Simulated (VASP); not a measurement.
# Be3N2 (R3m) in VASP: single point with LDA

Aim: the single point of Be3N2 with LDA.

Program: VASP 6.6.1. These are calculated values, not measurements. Logs are shortened: lines on timing, memory, paths and dates and some standing lists are left out, and cuts for length are marked.

## (1) The cell of the first run

Symmetry: R3m, No. 160, trigonal system. The conventional cell has a = 2.840 Å, b = 2.840 Å, c = 14.599 Å, α = 90.00°, β = 90.00°, γ = 120.00°. Be (site symmetry 3m) has 4 N at 1.65 to 2.20 Å within 2.2 Å. Be (site symmetry 3m) has 4 N at 1.66 to 1.84 Å within 2.2 Å. Within 2.2 Å of Be (site symmetry 3m) lie 4 N at 1.68 to 1.78 Å. Within 2.2 Å of N (site symmetry 3m) lie 5 Be at 1.65 to 1.68 Å. Within 2.4 Å of N (site symmetry 3m) lie 7 Be at 1.78 to 2.20 Å.

## (2) Single point, LDA

Input file INCAR:

```
SYSTEM = Be3N2
ALGO = Normal ; EDIFF = 1E-6
ENCUT = 520 ; GGA = CA
ISIF = 2 ; ISMEAR = 0
LASPH = .True. ; LCHARG = .False.
LREAL = .False. ; LWAVE = .False.
NBANDS = 16 ; NELM = 80
PREC = Accurate ; SIGMA = 0.1
```

Input file KPOINTS:

```
k-points
0
Gamma
  9 9 9
  0 0 0
```

Input file POSCAR:

```
Be3N2
1.0
    1.4198050555      0.8197248310      4.8662156628
   -1.4198050555      0.8197248310      4.8662156628
    0.0000000000     -1.6394496620      4.8662156628
Be N
3 2
Direct
    0.8590010800      0.8590010800      0.8590010800
    0.3176945600      0.3176945600      0.3176945600
    0.0888067700      0.0888067700      0.0888067700
    0.2041626800      0.2041626800      0.2041626800
    0.7084349100      0.7084349100      0.7084349100
```

Potentials or basis: VASP PAW LDA potentials, release 64 (Be, N).

Launch:

```sh
cat potpaw_LDA.64/Be/POTCAR potpaw_LDA.64/N/POTCAR > POTCAR
mpirun -np 1 vasp_std > vasp.out
```

OUTCAR:

```text
SYSTEM = Be3N2
   EDIFF = 1E-6
   ENCUT = 520
   GGA = CA
   ISIF = 2
   ISMEAR = 0
   LASPH = .True.
   LREAL = .False.
   NELM = 80
   PREC = Accurate

 ion  position               nearest neighbor table
   1  0.859  0.859  0.859-   4 1.65   4 1.65   4 1.65   3 2.23   3 2.23   3 2.23
   2  0.318  0.318  0.318-   4 1.66   5 1.84   5 1.84   5 1.84   3 2.24   3 2.24   3 2.24
   3  0.089  0.089  0.089-   4 1.68   5 1.78   5 1.78   5 1.78   1 2.23   1 2.23   1 2.23   2 2.24
                             2 2.24   2 2.24
   4  0.204  0.204  0.204-   1 1.65   1 1.65   1 1.65   2 1.66   3 1.68
   5  0.708  0.708  0.708-   3 1.78   3 1.78   3 1.78   2 1.84   2 1.84   2 1.84

  LATTYP: Found a trigonal (rhomboedric) cell.
 ALAT       =     5.1349634927
 COS(alpha) =     0.8470981601

  Lattice vectors:

 A1 = (   1.4198050555,   0.8197248310,   4.8662156628)
 A2 = (  -1.4198050555,   0.8197248310,   4.8662156628)
 A3 = (   0.0000000000,  -1.6394496620,   4.8662156628)

Analysis of symmetry for initial positions (statically):
=====================================================================
 Subroutine PRICEL returns:
 Original cell was already a primitive cell.

 Routine SETGRP: Setting up the symmetry group for a
 trigonal (rhombohedral) supercell.

 Subroutine GETGRP returns: Found  6 space group operations
 (whereof  6 operations were pure point group operations)
 out of a pool of 12 trial point group operations.

The static configuration has the point symmetry C_3v.

Analysis of symmetry for dynamics (positions and initial velocities):
=====================================================================
 Subroutine PRICEL returns:
 Original cell was already a primitive cell.

 Routine SETGRP: Setting up the symmetry group for a
 trigonal (rhombohedral) supercell.

 Subroutine GETGRP returns: Found  6 space group operations
 (whereof  6 operations were pure point group operations)
 out of a pool of 12 trial point group operations.

The dynamic configuration has the point symmetry C_3v.

 Subroutine INISYM returns: Found  6 space group operations
 (whereof  6 operations are pure point group operations),
 and found     1 'primitive' translations

----------------------------------------------------------------------------------------

                                     Primitive cell

  volume of cell :      33.9813

  direct lattice vectors                    reciprocal lattice vectors
     1.419805055  0.819724831  4.866215663     0.352161022  0.203320261  0.068499499
    -1.419805055  0.819724831  4.866215663    -0.352161022  0.203320261  0.068499499
     0.000000000 -1.639449662  4.866215663     0.000000000 -0.406640522  0.068499499

  length of vectors
     5.134963493  5.134963493  5.134963493     0.412369610  0.412369610  0.412369610

  position of ions in fractional coordinates (direct lattice)
     0.859001080  0.859001080  0.859001080
     0.317694560  0.317694560  0.317694560
     0.088806770  0.088806770  0.088806770
     0.204162680  0.204162680  0.204162680
     0.708434910  0.708434910  0.708434910

  ion indices of the primitive-cell ions
   primitive index   ion index
                 1           1
                 2           2
                 3           3
                 4           4
                 5           5

----------------------------------------------------------------------------------------

 KPOINTS: k-points

Automatic generation of k-mesh.
 Grid dimensions read from file:
 generate k-points for:    9    9    9

 Generating k-lattice:

  Cartesian coordinates                     Fractional coordinates (reciprocal lattice)
     0.039129002  0.022591140  0.007611055     0.111111111  0.000000000 -0.000000000
    -0.039129002  0.022591140  0.007611055     0.000000000  0.111111111 -0.000000000
     0.000000000 -0.045182280  0.007611055    -0.000000000 -0.000000000  0.111111111

  Length of vectors
     0.045818846  0.045818846  0.045818846

  Shift w.r.t. Gamma in fractional coordinates (k-lattice)
     0.000000000  0.000000000  0.000000000

 Subroutine IBZKPT returns following result:
 ===========================================

 Found     85 irreducible k-points:

 Following reciprocal coordinates:
            Coordinates               Weight
  0.000000  0.000000  0.000000      1.000000
  0.111111 -0.000000  0.000000      6.000000
  0.222222  0.000000  0.000000      6.000000
  0.333333  0.000000 -0.000000      6.000000
  0.444444  0.000000  0.000000      6.000000
  0.111111  0.111111 -0.000000      6.000000
[... 16 lines left out ...]
 -0.333333  0.333333  0.000000      6.000000
  0.444444  0.444444  0.000000      6.000000
 [... further k-points ...]
   k-points           NKPTS =     85   k-points in BZ     NKDIM =     85   number of bands    NBANDS=     16
   number of dos      NEDOS =    301   number of ions     NIONS =      5
   total plane-waves  NPLWV =  64000
   dimension x,y,z NGX =    40 NGY =   40 NGZ =   40
   dimension x,y,z NGXF=    80 NGYF=   80 NGZF=   80
   ions per type =               3   2
   NGX,Y,Z   is equivalent  to a cutoff of  12.95, 12.95, 12.95 a.u.
   NGXF,Y,Z  is equivalent  to a cutoff of  25.90, 25.90, 25.90 a.u.
 SYSTEM =  Be3N2
   PREC   = accura    normal or accurate (medium, high low for compatibility)
   ISTART =      0    job   : 0-new  1-cont  2-samecut
   ICHARG =      2    charge: 1-file 2-atom 10-const
   ISPIN  =      1    spin polarized calculation?
   LNONCOLLINEAR =      F non collinear calculations
   LSORBIT =      F    spin-orbit coupling
   LASPH  =      T    aspherical Exc in radial PAW
   ENCUT  =  520.0 eV  38.22 Ry    6.18 a.u.   9.55  9.55  9.55*2*pi/ulx,y,z
   NELM   =     80;   NELMIN=  2; NELMDL= -5     # of ELM steps
   EDIFF  = 0.1E-05   stopping-criterion for ELM
   LREAL  =      F    real-space projection
   EDIFFG = 0.1E-04   stopping-criterion for IOM
   NSW    =      0    number of steps for IOM
   IBRION =     -1    ionic relax: 0-MD 1-quasi-New 2-CG
   NFREE  =      0    steps in history (QN), initial steepest desc. (CG)
   ISIF   =      2    stress and relaxation
   ISYM   =      2    0-nonsym 1-usesym 2-fastsym
   POTIM  = 0.5000    time-step for ionic-motion
   TEBEG  =    0.0;   TEEND  =   0.0 temperature during run
   PSTRESS=    0.0 pullay stress
   NELECT =      16.0000    total number of electrons
   NUPDOWN=      -1.0000    fix difference up-down
   EMIN   =  10.00;   EMAX   =-10.00  energy-range for DOS
   EFERMI =   0.00;   METHOD = LEGACY
   ISMEAR =     0;   SIGMA  =   0.10  broadening in eV -4-tet -1-fermi 0-gaus
   EFERMI_NEDOS =   21; number of points for ismear=-14 and -15
   IALGO  =     38    algorithm
   IMIX   =      4    mixing-type and parameters
     AMIX     =   0.40;   BMIX     =  1.00
     AMIX_MAG =   1.60;   BMIX_MAG =  1.00
  volume/ion in A,a.u.               =       6.80        45.86
  Fermi-wavevector in a.u.,A,eV,Ry     =   1.273606  2.406766 22.069625  1.622072
  Thomas-Fermi vector in A             =   2.406420
   LORBIT       =      0    0 simple, 1 ext, 2 COOP (PROOUT), +10 PAW based schemes
   GGA     = CA    functional components
   LHFCALC =     F    Hartree Fock is set to
   AEXX    =    0.0000 exact exchange contribution
   IVDW    =     0    specifies the selected vdW correction
   LEPSILON=     F    determine dielectric tensor
   LRPA    =     F    only Hartree local field effects (RPA)
 non-spin polarized calculation
 Gauss-broadening in eV      SIGMA  =   0.10
  energy-cutoff  :      520.00
  volume of cell :       33.98
 maximum number of plane-waves:       926
 NGX is ok and might be reduce to    40
   NGX = 19   NGY = 19   NGZ = 19

 number of electron      16.0000001 magnetization

 Free energy of the ion-electron system (eV)
  ---------------------------------------------------
  ext. energy  EPLUGINS =         0.00000000
  ---------------------------------------------------
  free energy    TOTEN  =       -36.70012471 eV

  energy without entropy =      -36.70012471  energy(sigma->0) =      -36.70012471

 E-fermi :   6.0729     XC(G=0): -11.5959

 val. band max:        5.6757904528   @ k =   0.0000   0.0000   0.0000
 cond. band min:       8.5568220105   @ k =  -0.4444  -0.4444   0.1111
 fundamental gap:      2.8810315577
 Fermi energy:         6.0729142301

 k-point     1 :       0.0000    0.0000    0.0000
  band No.  band energies     occupation
      1     -10.5797      2.00000
      2      -8.3555      2.00000
      3      -1.9236      2.00000
      4       4.4703      2.00000
      5       4.4703      2.00000
      6       5.2219      2.00000
[... 8 lines left out ...]
     15      17.1853      0.00000
     16      18.0627      0.00000

 k-point     2 :       0.1111   -0.0000    0.0000
  band No.  band energies     occupation
      1     -10.4008      2.00000
      2      -8.2518      2.00000
      3      -1.6954      2.00000
      4       3.6248      2.00000
      5       4.1955      2.00000
      6       4.8648      2.00000
[... 8 lines left out ...]
     15      17.7658      0.00000
     16      19.2234      0.00000

 k-point     3 :       0.2222    0.0000    0.0000
  band No.  band energies     occupation
      1      -9.8849      2.00000
      2      -7.9778      2.00000
      3      -1.0469      2.00000
      4       1.8193      2.00000
      5       3.2701      2.00000
      6       3.5937      2.00000
[... 8 lines left out ...]
     15      18.7033      0.00000
     16      18.8896      0.00000

 k-point     4 :       0.3333    0.0000   -0.0000
  band No.  band energies     occupation
      1      -9.1127      2.00000
      2      -7.6757      2.00000
      3      -0.4887      2.00000
      4       0.4678      2.00000
      5       1.7086      2.00000
      6       3.0241      2.00000
[... 8 lines left out ...]
     15      18.9016      0.00000
     16      19.0239      0.00000
[... 324 lines left out ...]
 k-point    22 :      -0.4444    0.3333    0.0000
  band No.  band energies     occupation
      1      -8.0201      2.00000
      2      -7.4438      2.00000
      3      -1.2566      2.00000
      4       0.1204      2.00000
      5       0.7524      2.00000
      6       2.3344      2.00000
[... 8 lines left out ...]
     15      19.4607      0.00000
     16      20.1470      0.00000

 k-point    23 :      -0.3333    0.3333    0.0000
  band No.  band energies     occupation
      1      -7.7547      2.00000
      2      -7.4261      2.00000
      3      -0.9033      2.00000
      4      -0.4363      2.00000
      5       0.8509      2.00000
      6       1.8954      2.00000
[... 8 lines left out ...]
     15      19.3697      0.00000
     16      20.3964      0.00000

 k-point    24 :       0.4444    0.4444    0.0000
  band No.  band energies     occupation
      1      -8.3289      2.00000
      2      -7.5562      2.00000
      3      -1.7641      2.00000
      4       0.1155      2.00000
      5       2.0186      2.00000
      6       2.2162      2.00000
[... 8 lines left out ...]
     15      20.5624      0.00000
     16      20.5634      0.00000

 [... further k-points ...]
[... 5 lines left out ...]
  --------------------------------------------------------------------------------------
  -------------------------------------------------------------------------------------
  Total       -1.4741599     -1.4741599     -1.5037994     -0.0000000      0.0000000      0.0000000
  in kB      -69.5049543    -69.5049543    -70.9024213     -0.0000000      0.0000000      0.0000000
  external PRESSURE =     -69.9707766 kB  Pullay stress =       0.0000000 kB

 VOLUME and BASIS-vectors are now :
 -----------------------------------------------------------------------------
  energy-cutoff  :      520.00
  volume of cell :       33.98
      direct lattice vectors                 reciprocal lattice vectors
     1.419805055  0.819724831  4.866215663     0.352161022  0.203320261  0.068499499
    -1.419805055  0.819724831  4.866215663    -0.352161022  0.203320261  0.068499499
     0.000000000 -1.639449662  4.866215663     0.000000000 -0.406640522  0.068499499

 POSITION                                       TOTAL-FORCE (eV/Angst)
 -----------------------------------------------------------------------------------
      0.00000      0.00000     12.54025         0.000000      0.000000      0.019374
      0.00000      0.00000      4.63791         0.000000     -0.000000     -0.058741
      0.00000      0.00000      1.29646         0.000000      0.000000      0.047027
      0.00000      0.00000      2.98050         0.000000      0.000000     -0.040545
      0.00000      0.00000     10.34219         0.000000      0.000000      0.032886
 -----------------------------------------------------------------------------------
    total drift:                                0.000000     -0.000000     -0.001073

  FREE ENERGIE OF THE ION-ELECTRON SYSTEM (eV)
  ---------------------------------------------------
  free  energy   TOTEN  =       -36.7001247056 eV

  energy  without entropy=      -36.7001247055  energy(sigma->0) =      -36.70012471
```

Run time: 5.1 min. Hardware: 1 thread of AMD EPYC 7R13 (Zen 3), shared host; peak memory 0.17 GiB.

Results:

| Item | Value |
| --- | --- |
| Free energy | -36.7001 eV |
| Pressure | -7.0 GPa |
| Largest force | 0.059 eV/Å |
| Band gap on the k mesh | 2.88 eV, indirect (least direct gap 4.03 eV) |

Forces on the atoms (eV/Å):
```
Be   0.000  0.000  0.019
Be   0.000  0.000 -0.059
Be   0.000  0.000  0.047
N    0.000  0.000 -0.041
N    0.000  0.000  0.033
```

Levels at points of the mesh, in eV from the valence-band top:
| k point | band 5 | band 6 | band 7 | band 8 | band 9 | band 10 | band 11 | band 12 |
| --- | --- | --- | --- | --- | --- | --- | --- | --- |
| (0.00, 0.00, 0.00) | -1.21 | -0.45 | 0.00 | 0.00 | 6.12 | 7.77 | 8.15 | 8.15 |
